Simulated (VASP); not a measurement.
Runs of VASP 6.6.1 on HfSiO4. The structure is that of space group P-6m2 (No. 187), or close to it. The cells are those of the table. 

| task | cell | k mesh | cutoff (eV) | smearing | gap on the mesh (eV) | pressure (GPa) | relaxed volume (Å³/atom) | largest force (eV/Å) |
| --- | --- | --- | --- | --- | --- | --- | --- | --- |
| single point | a = 5.602, b = 5.602, c = 3.195 Å, angles 90.0, 90.0, 120.0°, 6 atoms | 6 × 6 × 8 | 520 | gaussian 0.02 eV | 2.32 | -1.0 | - | 0.17 |
| single point | a = 5.596, b = 5.596, c = 3.196 Å, angles 90.0, 90.0, 120.0°, 6 atoms | 6 × 6 × 6 | 520 | gaussian 0.1 eV | (b) | -0.9 | - | 0.18 |
| relaxation of cell and atoms | relaxed from a = 4.243, b = 4.243, c = 4.930 Å, angles 90.0, 90.0, 120.0°, 6 atoms | 6 × 6 × 4 | 600 | gaussian 0.1 eV | 2.22 | 0.0 | (a) | 0.03 |
| single point | a = 4.243, b = 4.243, c = 4.930 Å, angles 90.0, 90.0, 120.0°, 6 atoms | 6 × 6 × 4 | 520 | gaussian 0.1 eV | none | 52.6 | - | 11.34 |
| relaxation of cell and atoms | relaxed from a = 5.596, b = 5.596, c = 3.196 Å, angles 90.0, 90.0, 120.0°, 6 atoms | 6 × 6 × 8 | 600 | gaussian 0.02 eV | 2.35 | 0.0 | 14.37 | - |
| single point | a = 5.596, b = 5.596, c = 3.196 Å, angles 90.0, 90.0, 120.0°, 6 atoms | 6 × 6 × 4 | 520 | gaussian 0.1 eV | 2.32 | -0.9 | - | 0.18 |
| relaxation of cell and atoms | relaxed from a = 5.596, b = 5.596, c = 3.196 Å, angles 90.0, 90.0, 120.0°, 6 atoms | 6 × 6 × 6 | 600 | gaussian 0.1 eV | 2.35 | 0.1 | 14.37 | 0.04 |

Alike in all rows: level PBE; potentials or basis VASP PAW PBE potentials, release 64 (Hf_pv, Si, O); no spin polarisation.

Q: Estimate the missing entries.

A: (a) 13.88; (b) 2.31.

Caveats: some runs use coarse meshes; spin-orbit coupling is left out, which moves the levels of the heavy elements; forces of over 1 eV/Å act on the atoms, so gaps and moduli don't describe the material at rest (some runs).

A k mesh can miss the band edges, and the runs leave out spin-orbit coupling on Hf.

A gap of «none» marks levels without a gap at the run's occupations.
